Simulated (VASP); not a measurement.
# Sr (P6/mmm) in VASP: notebook

The runs below take Sr through relaxation of cell and atoms, with LDA.

Everything below comes from runs of VASP 6.6.1. Logs are shortened: lines on timing, memory, paths and dates and some standing lists are left out, and cuts for length are marked.

### Step 1. The cell of the first run

Symmetry: P6/mmm, No. 191, hexagonal system. Conventional cell: a = 6.553 Å, b = 6.553 Å, c = 3.891 Å, α = 90.00°, β = 90.00°, γ = 120.00°. Within 5.1 Å of Sr (site symmetry 6/mmm) lie 14 Sr at 3.89 to 4.25 Å. Sr (site symmetry -6m2) has 11 Sr at 3.78 to 4.25 Å within 5.0 Å.

This isn't the form of Sr at room conditions, which is fcc.

### Step 2. Relaxation of cell and atoms, LDA, target pressure 0.14 GPa, at which the enthalpy is minimised

The input, INCAR:

```
SYSTEM = Sr
PREC     = Accurate       ! precision mode
ENCUT    = 600            ! plane-wave cutoff, eV
EDIFF    = 1E-6           ! SCF threshold, eV
ISMEAR   = -1             ! smearing method
SIGMA    = 0.1            ! smearing width, eV
LREAL    = .False.        ! projectors in reciprocal space
LASPH    = .True.         ! aspherical terms in the spheres
NELM     = 100            ! most SCF steps
ALGO     = Normal         ! electronic algorithm
ISIF     = 3              ! what is computed and relaxed
LWAVE    = .False.        ! write WAVECAR
LCHARG   = .False.        ! write CHGCAR
IBRION   = 2              ! ionic algorithm
NSW      = 32             ! ionic steps
EDIFFG   = -0.005         ! ionic threshold
PSTRESS  = 1.4000000000000001
```

The input, KPOINTS:

```
regular mesh
0
Gamma
  6 6 8
  0 0 0
```

The input, POSCAR:

```
Sr
1.0
    6.5527603107      0.0000000000      0.0000000000
   -3.2763801553      5.6748568939      0.0000000000
    0.0000000000      0.0000000000      3.8909450713
Sr
3
Direct
    0.0000000000      0.0000000000      0.0000000000
    0.3333333333      0.6666666667      0.5000000000
    0.6666666667      0.3333333333      0.5000000000
```

Potentials or basis: VASP PAW LDA potentials, release 64 (Sr_sv).

The run is started by

```console
> cat potpaw_LDA.64/Sr_sv/POTCAR > POTCAR
> mpirun -np 1 vasp_std > vasp.out
```

OUTCAR:

```text
SYSTEM = Sr
   PREC = Accurate
   ENCUT = 600
   EDIFF = 1E-6
   ISMEAR = -1
   LREAL = .False.
   LASPH = .True.
   NELM = 100
   ISIF = 3
   IBRION = 2
   NSW = 32
   EDIFFG = -0.005
   PSTRESS = 1.4000000000000001

 ion  position               nearest neighbor table
   1  0.000  0.000  0.000-   2 4.25   3 4.25   2 4.25   3 4.25   2 4.25   2 4.25   3 4.25   3 4.25
                             3 4.25   3 4.25   2 4.25   2 4.25
   2  0.333  0.667  0.500-   3 3.78   3 3.78   3 3.78   1 4.25   1 4.25   1 4.25   1 4.25   1 4.25
                             1 4.25
   3  0.667  0.333  0.500-   2 3.78   2 3.78   2 3.78   1 4.25   1 4.25   1 4.25   1 4.25   1 4.25
                             1 4.25

  LATTYP: Found a hexagonal cell.
 ALAT       =     6.5527603107
 C/A-ratio  =     0.5937871808

  Lattice vectors:

 A1 = (   6.5527603107,   0.0000000000,   0.0000000000)
 A2 = (  -3.2763801553,   5.6748568939,   0.0000000000)
 A3 = (   0.0000000000,   0.0000000000,   3.8909450713)

Analysis of symmetry for initial positions (statically):
=====================================================================
 Subroutine PRICEL returns:
 Original cell was already a primitive cell.

 Routine SETGRP: Setting up the symmetry group for a
 hexagonal supercell.

 Subroutine GETGRP returns: Found 24 space group operations
 (whereof 24 operations were pure point group operations)
 out of a pool of 24 trial point group operations.

The static configuration has the point symmetry D_6h.

Analysis of symmetry for dynamics (positions and initial velocities):
=====================================================================
 Subroutine PRICEL returns:
 Original cell was already a primitive cell.

 Routine SETGRP: Setting up the symmetry group for a
 hexagonal supercell.

 Subroutine GETGRP returns: Found 24 space group operations
 (whereof 24 operations were pure point group operations)
 out of a pool of 24 trial point group operations.

The dynamic configuration has the point symmetry D_6h.

 Subroutine INISYM returns: Found 24 space group operations
 (whereof 24 operations are pure point group operations),
 and found     1 'primitive' translations

----------------------------------------------------------------------------------------

                                     Primitive cell

  volume of cell :     144.6886

  direct lattice vectors                    reciprocal lattice vectors
     6.552760311  0.000000000  0.000000000     0.152607444  0.088107949  0.000000000
    -3.276380155  5.674856894  0.000000000     0.000000000  0.176215897  0.000000000
     0.000000000  0.000000000  3.890945071     0.000000000  0.000000000  0.257006969

  length of vectors
     6.552760311  6.552760311  3.890945071     0.176215897  0.176215897  0.257006969

  position of ions in fractional coordinates (direct lattice)
     0.000000000  0.000000000  0.000000000
     0.333333333  0.666666667  0.500000000
     0.666666667  0.333333333  0.500000000

  ion indices of the primitive-cell ions
   primitive index   ion index
                 1           1
                 2           2
                 3           3

----------------------------------------------------------------------------------------

 KPOINTS: regular mesh

Automatic generation of k-mesh.
 Grid dimensions read from file:
 generate k-points for:    6    6    8

 Generating k-lattice:

  Cartesian coordinates                     Fractional coordinates (reciprocal lattice)
     0.025434574  0.014684658  0.000000000     0.166666667  0.000000000  0.000000000
     0.000000000  0.029369316  0.000000000     0.000000000  0.166666667  0.000000000
     0.000000000  0.000000000  0.032125871     0.000000000  0.000000000  0.125000000

  Length of vectors
     0.029369316  0.029369316  0.032125871

  Shift w.r.t. Gamma in fractional coordinates (k-lattice)
     0.000000000  0.000000000  0.000000000

 Subroutine IBZKPT returns following result:
 ===========================================

 Found     35 irreducible k-points:

 Following reciprocal coordinates:
            Coordinates               Weight
  0.000000  0.000000  0.000000      1.000000
  0.166667  0.000000  0.000000      6.000000
  0.333333  0.000000  0.000000      6.000000
  0.500000  0.000000  0.000000      3.000000
  0.166667  0.166667  0.000000      6.000000
  0.333333  0.166667  0.000000     12.000000
[... 16 lines left out ...]
  0.166667  0.000000  0.375000     12.000000
  0.333333  0.000000  0.375000     12.000000
 [... further k-points ...]
   k-points           NKPTS =     35   k-points in BZ     NKDIM =     35   number of bands    NBANDS=     19
   number of dos      NEDOS =    301   number of ions     NIONS =      3
   total plane-waves  NPLWV =  93312
   dimension x,y,z NGX =    54 NGY =   54 NGZ =   32
   dimension x,y,z NGXF=   108 NGYF=  108 NGZF=   64
   ions per type =               3
   NGX,Y,Z   is equivalent  to a cutoff of  13.70, 13.70, 13.67 a.u.
   NGXF,Y,Z  is equivalent  to a cutoff of  27.40, 27.40, 27.34 a.u.
 SYSTEM =  Sr
   PREC   = accura    normal or accurate (medium, high low for compatibility)
   ISTART =      0    job   : 0-new  1-cont  2-samecut
   ICHARG =      2    charge: 1-file 2-atom 10-const
   ISPIN  =      1    spin polarized calculation?
   LNONCOLLINEAR =      F non collinear calculations
   LSORBIT =      F    spin-orbit coupling
   LASPH  =      T    aspherical Exc in radial PAW
   ENCUT  =  600.0 eV  44.10 Ry    6.64 a.u.  13.09 13.09  7.77*2*pi/ulx,y,z
   NELM   =    100;   NELMIN=  2; NELMDL= -5     # of ELM steps
   EDIFF  = 0.1E-05   stopping-criterion for ELM
   LREAL  =      F    real-space projection
   EDIFFG = -.5E-02   stopping-criterion for IOM
   NSW    =     32    number of steps for IOM
   IBRION =      2    ionic relax: 0-MD 1-quasi-New 2-CG
   NFREE  =      1    steps in history (QN), initial steepest desc. (CG)
   ISIF   =      3    stress and relaxation
   ISYM   =      2    0-nonsym 1-usesym 2-fastsym
   POTIM  = 0.5000    time-step for ionic-motion
   TEBEG  =    0.0;   TEEND  =   0.0 temperature during run
   PSTRESS=    1.4 pullay stress
   NELECT =      30.0000    total number of electrons
   NUPDOWN=      -1.0000    fix difference up-down
   EMIN   =  10.00;   EMAX   =-10.00  energy-range for DOS
   EFERMI =   0.00;   METHOD = LEGACY
   ISMEAR =    -1;   SIGMA  =   0.10  broadening in eV -4-tet -1-fermi 0-gaus
   EFERMI_NEDOS =   21; number of points for ismear=-14 and -15
   IALGO  =     38    algorithm
   IMIX   =      4    mixing-type and parameters
     AMIX     =   0.40;   BMIX     =  1.00
     AMIX_MAG =   1.60;   BMIX_MAG =  1.00
  volume/ion in A,a.u.               =      48.23       325.47
  Fermi-wavevector in a.u.,A,eV,Ry     =   0.968955  1.831060 12.774166  0.938875
  Thomas-Fermi vector in A             =   2.098968
   LORBIT       =      0    0 simple, 1 ext, 2 COOP (PROOUT), +10 PAW based schemes
   GGA     = CA    functional components
   LHFCALC =     F    Hartree Fock is set to
   AEXX    =    0.0000 exact exchange contribution
   IVDW    =     0    specifies the selected vdW correction
   LEPSILON=     F    determine dielectric tensor
   LRPA    =     F    only Hartree local field effects (RPA)
 conjugate gradient relaxation of ions
 non-spin polarized calculation
  energy-cutoff  :      600.00
  volume of cell :      144.69
 maximum number of plane-waves:      4863
 NGX is ok and might be reduce to    54

 number of electron      29.9999999 magnetization

 Free energy of the ion-electron system (eV)
  ---------------------------------------------------
  ext. energy  EPLUGINS =         0.00000000
  ---------------------------------------------------
  free energy    TOTEN  =        -5.59937113 eV

  energy without entropy =       -5.45243886  energy(sigma->0) =       -5.52590500

 E-fermi :   1.8619     XC(G=0):  -7.9760

 val. band max:        1.8600200250   @ k =   0.3333   0.0000   0.3750
 cond. band min:       1.8670374761   @ k =   0.1667   0.0000   0.3750
 fundamental gap:      0.0070174512
 Fermi energy:         1.8619221639

 k-point     1 :       0.0000    0.0000    0.0000
  band No.  band energies     occupation
      1     -34.3607      2.00000
      2     -34.3238      2.00000
      3     -34.2739      2.00000
      4     -16.5863      2.00000
      5     -16.5863      2.00000
      6     -16.4439      2.00000
[... 11 lines left out ...]
     18       2.1706      0.08728
     19       2.4218      0.00738

 k-point     2 :       0.1667    0.0000    0.0000
  band No.  band energies     occupation
      1     -34.3583      2.00000
      2     -34.3259      2.00000
      3     -34.2742      2.00000
      4     -16.6029      2.00000
      5     -16.5861      2.00000
      6     -16.4211      2.00000
[... 11 lines left out ...]
     18       2.3042      0.02372
     19       3.0007      0.00002

 k-point     3 :       0.3333    0.0000    0.0000
  band No.  band energies     occupation
      1     -34.3523      2.00000
      2     -34.3314      2.00000
      3     -34.2748      2.00000
      4     -16.6281      2.00000
      5     -16.5644      2.00000
      6     -16.3979      2.00000
[... 11 lines left out ...]
     18       2.6510      0.00075
     19       3.2831      0.00000

 k-point     4 :       0.5000    0.0000    0.0000
  band No.  band energies     occupation
      1     -34.3475      2.00000
      2     -34.3359      2.00000
      3     -34.2751      2.00000
      4     -16.6386      2.00000
      5     -16.5322      2.00000
      6     -16.4421      2.00000
[... 407 lines left out ...]
     18       1.9941      0.42099
     19       3.8869      0.00000

 k-point    23 :       0.1667    0.0000    0.3750
  band No.  band energies     occupation
      1     -34.3431      2.00000
      2     -34.3122      2.00000
      3     -34.2609      2.00000
      4     -16.5646      2.00000
      5     -16.5627      2.00000
      6     -16.5502      2.00000
[... 11 lines left out ...]
     18       2.1119      0.15181
     19       3.7068      0.00000

 k-point    24 :       0.3333    0.0000    0.3750
  band No.  band energies     occupation
      1     -34.3378      2.00000
      2     -34.3176      2.00000
      3     -34.2609      2.00000
      4     -16.5767      2.00000
      5     -16.5696      2.00000
      6     -16.5529      2.00000
[... 11 lines left out ...]
     18       2.3150      0.02132
     19       3.0883      0.00001

 [... further k-points ...]

------------------------ aborting loop because EDIFF is reached ----------------------------------------

  FORCE on cell =-STRESS in cart. coord.  units (eV):
  Direction    XX          YY          ZZ          XY          YZ          ZX
  --------------------------------------------------------------------------------------
  -------------------------------------------------------------------------------------
  Total        0.1330530      0.1330530      0.1157133      0.0000000      0.0000000     -0.0000000
  in kB        1.4733328      1.4733328      1.2813255      0.0000000      0.0000000     -0.0000000
  external PRESSURE =       0.0093304 kB  Pullay stress =       1.4000000 kB

 VOLUME and BASIS-vectors are now :
 -----------------------------------------------------------------------------
  energy-cutoff  :      600.00
  volume of cell :      144.69
      direct lattice vectors                 reciprocal lattice vectors
     6.552760311  0.000000000  0.000000000     0.152607444  0.088107949  0.000000000
    -3.276380155  5.674856894  0.000000000     0.000000000  0.176215897  0.000000000
     0.000000000  0.000000000  3.890945071     0.000000000  0.000000000  0.257006969

 POSITION                                       TOTAL-FORCE (eV/Angst)
 -----------------------------------------------------------------------------------
      0.00000      0.00000      0.00000        -0.000000      0.000000      0.000000
     -0.00000      3.78324      1.94547         0.000000      0.000000      0.000000
      3.27638      1.89162      1.94547        -0.000000      0.000000     -0.000000
 -----------------------------------------------------------------------------------
    total drift:                                0.000000      0.000000      0.000000

  FREE ENERGIE OF THE ION-ELECTRON SYSTEM (eV)
  ---------------------------------------------------
  free  energy   TOTEN  =        -5.5993711341 eV

  energy  without entropy=       -5.4524388603  energy(sigma->0) =       -5.52590500

  enthalpy is  TOTEN    =        -5.4729406649 eV   P V=        0.1264304692

 reached required accuracy - stopping structural energy minimisation
```

Run time: 48 s. Hardware: 1 thread of AMD EPYC 9R45 (Zen 5), shared host; peak memory 0.25 GiB.

Results:

| Quantity | Value |
| --- | --- |
| Free energy | -5.5994 eV |
| Pressure after relaxing | 0.1 GPa |
| Band gap on the k mesh | zero (bands 15 and 16 overlap by 0.37 eV) |

Final structure:
```yaml
crystal:
  lattice:
    - [6.55276, 0.00000, 0.00000]
    - [-3.27638, 5.67486, 0.00000]
    - [0.00000, 0.00000, 3.89095]
  atoms:
    - { symbol: Sr, position: [0.00000, 0.00000, 0.00000] }
    - { symbol: Sr, position: [0.33333, 0.66667, 0.50000] }
    - { symbol: Sr, position: [0.66667, 0.33333, 0.50000] }
```

Caveat: the cell is relaxed towards a set pressure, so the run minimises the enthalpy, not the energy.

### Step 3. Relaxation of cell and atoms, LDA, target pressure 0.14 GPa, at which the enthalpy is minimised

This run uses another cell than the first one, of the same volume but with other edges.

The input, INCAR:

```
ALGO = Normal ; EDIFF = 1E-6
EDIFFG = -0.005 ; ENCUT = 600
GGA = CA ; IBRION = 2
ISIF = 3 ; ISMEAR = -1
LASPH = T ; LCHARG = F
LREAL = F ; LWAVE = F
NELM = 100 ; NSW = 60
PREC = Accurate ; PSTRESS = 1.4000000000000001
SIGMA = 0.1
```

The input, KPOINTS:

```
k-points
0
Gamma
  6 6 8
```

The input, POSCAR:

```
Sr
1.0
    6.4616884480      0.0000000000      0.0000000000
   -3.2308442240      5.5959863473      0.0000000000
    0.0000000000      0.0000000000      4.0062468378
Sr
3
Direct
    0.0000000000      0.0000000000      0.0000000000
    0.3333333333      0.6666666667      0.5000000000
    0.6666666667      0.3333333333      0.5000000000
```

Potentials or basis: VASP PAW LDA potentials, release 64 (Sr_sv).

The run is started by

```console
> cat potpaw_LDA.64/Sr_sv/POTCAR > POTCAR
> mpirun -np 1 vasp_std > vasp.out
```

Wall time 5.3 min (1 thread of AMD EPYC 9R45 (Zen 5), shared host); peak memory 0.27 GiB.

The run converged. Its results:

```
Free energy                                                : -5.5993 eV
Relaxed volume                                             : 48.21 Å³/atom
Relaxed cell                                               : a = 6.554 Å, b = 6.554 Å, c = 3.888 Å, α = 90.00°, β = 90.00°, γ = 120.00°
Space group after relaxing (to 0.1 Å)                      : P6/mmm (No. 191)
Energy change on relaxing (the run minimises the enthalpy) : -6.1 meV/atom
Ionic steps                                                : 12
Pressure after relaxing                                    : 0.1 GPa
Band gap on the k mesh                                     : zero (bands 15 and 16 overlap by 0.37 eV)
```

The path:
| step | energy change (eV) | largest force (eV/Å) | pressure (GPa) | volume (Å³) |
| --- | --- | --- | --- | --- |
| 1 | 0.0000 | 0.0000 | 0.21 | 144.86 |
| 2 | -0.0134 | 0.0000 | 0.12 | 145.31 |
| 3 | -0.0190 | 0.0000 | 0.03 | 145.80 |
| 4 | -0.0190 | 0.0000 | 0.04 | 145.76 |
| 5 | -0.0190 | 0.0000 | 0.04 | 145.78 |
| 6 | -0.0187 | 0.0000 | 0.11 | 145.02 |
| 7 | -0.0184 | 0.0000 | 0.14 | 144.70 |
| 8 | -0.0185 | 0.0000 | 0.14 | 144.72 |
| 9 | -0.0186 | 0.0000 | 0.13 | 144.87 |
| 10 | -0.0185 | 0.0000 | 0.10 | 144.79 |
| 11 | -0.0185 | 0.0000 | 0.11 | 144.74 |
| 12 | -0.0184 | 0.0000 | 0.14 | 144.63 |

Final structure:
```
Sr
1.0
     6.55357    0.00000    0.00000
    -3.27678    5.67556    0.00000
     0.00000    0.00000    3.88841
Sr
3
Direct
  0.00000 0.00000 0.00000
  0.33333 0.66667 0.50000
  0.66667 0.33333 0.50000
```

Levels at points of the mesh, in eV from the Fermi level:
```csv
k point,band 12,band 13,band 14,band 15,band 16,band 17,band 18,band 19
"(0.00, 0.00, 0.00)",-18.13,-3.82,-0.21,0.25,0.25,0.31,0.31,0.56
"(0.50, 0.00, 0.00)",-18.14,-2.41,-2.36,-1.14,0.46,1.02,1.20,1.21
"(0.00, 0.00, 0.50)",-18.19,-1.33,-0.81,-0.11,-0.11,0.11,0.11,1.83
"(0.50, 0.00, 0.50)",-18.18,-0.84,-0.84,-0.04,0.16,0.31,0.43,0.98
```

Caveat: the cell is relaxed towards a set pressure, so the run minimises the enthalpy, not the energy.
